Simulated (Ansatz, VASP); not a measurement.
# Au: VASP beside Ansatz

```
Au
1.0
     0.00000    2.00750    2.00750
     2.00750    0.00000    2.00750
     2.00750    2.00750    0.00000
Au
1
Direct
  0.00000 0.00000 0.00000
```

Alike in both runs: task single point; functional r2SCAN; dispersion rVV10; k mesh 11 × 11 × 11; occupations fermi-dirac, width 0.05 eV; no spin polarisation.

```csv
,VASP,Ansatz
version,VASP 6.6.1,Ansatz 0.2.0
potentials or method,"VASP PAW PBE potentials, release 64 (Au)",Ansatz PAW
plane-wave cutoff (eV),520,500
valence electrons in the cell,11,19
```

Ansatz gave:

- gap on the k mesh at the Fermi level (eV): none
- pressure (GPa): 12.6

Question: Estimate VASP's values.

Answer: gap on the k mesh at the Fermi level (eV): none; pressure (GPa): 14.2.

VASP's potentials were made for PBE, not for r2SCAN. A gap of «none» marks a metal or a gap that the smearing closes. VASP's potentials hold 11 valence electrons a cell and Ansatz's 19, so a difference there can come from the potentials and not from the codes.

Neither program's run includes spin-orbit coupling.
